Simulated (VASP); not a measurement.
Input of a VASP 6.6.1 run:

The input POSCAR:

```
MgS
1.0
    0.0000000000      2.6016500000      2.6016500000
    2.6016500000      0.0000000000      2.6016500000
    2.6016500000      2.6016500000      0.0000000000
Mg S
1 1
Direct
    0.0000000000      0.0000000000      0.0000000000
    0.5000000000      0.5000000000      0.5000000000
```

File INCAR.step1:

```
SYSTEM = MgS
PREC     = Accurate       ! precision mode
ENCUT    = 600            ! plane-wave cutoff, eV
ISMEAR   = 0              ! smearing method
SIGMA    = 0.01           ! smearing width, eV
LREAL    = .False.        ! projectors in reciprocal space
LASPH    = .True.         ! aspherical terms in the spheres
NELM     = 60             ! most SCF steps
GGA      = PE             ! functional
ALGO     = Normal         ! electronic algorithm
EDIFF    = 1E-4           ! SCF threshold, eV
LWAVE    = .True.         ! write WAVECAR
LCHARG   = .False.        ! write CHGCAR
```

The input INCAR.step2:

```
SYSTEM = MgS
PREC     = Accurate       ! precision mode
ENCUT    = 600            ! plane-wave cutoff, eV
EDIFF    = 1E-7           ! SCF threshold, eV
ISMEAR   = 0              ! smearing method
SIGMA    = 0.01           ! smearing width, eV
LREAL    = .False.        ! projectors in reciprocal space
LASPH    = .True.         ! aspherical terms in the spheres
NELM     = 60             ! most SCF steps
ALGO     = Normal         ! electronic algorithm
ISIF     = 3              ! what is computed and relaxed
LWAVE    = .False.        ! write WAVECAR
LCHARG   = .False.        ! write CHGCAR
METAGGA  = R2SCAN         ! meta-GGA
LMIXTAU  = .True.       
IBRION   = 2              ! ionic algorithm
NSW      = 100            ! ionic steps
EDIFFG   = -0.002         ! ionic threshold
PSTRESS  = 20.0         
ISTART   = 1
```

KPOINTS

```
regular mesh
0
Gamma
  8 8 8
  0 0 0
```

Potentials or basis: VASP PAW PBE potentials, release 64 (Mg, S).

Command:

```sh
$ cat potpaw_PBE.64/Mg/POTCAR potpaw_PBE.64/S/POTCAR > POTCAR
$ cp INCAR.step1 INCAR
$ mpirun -np 1 vasp_std > vasp.out
$ cp INCAR.step2 INCAR
$ mpirun -np 1 vasp_std > vasp.out
```

(1) Predict the relaxed volume.

(2) Predict the space group after relaxing (to 0.05 Å).

## Answers

(1) 17.10 Å³/atom.

(2) Fm-3m (No. 225).

Caveat: the cell is relaxed towards a set pressure, so the enthalpy falls and the energy may rise; the PAW data sets were made with another functional, which shifts forces and pressure a little.
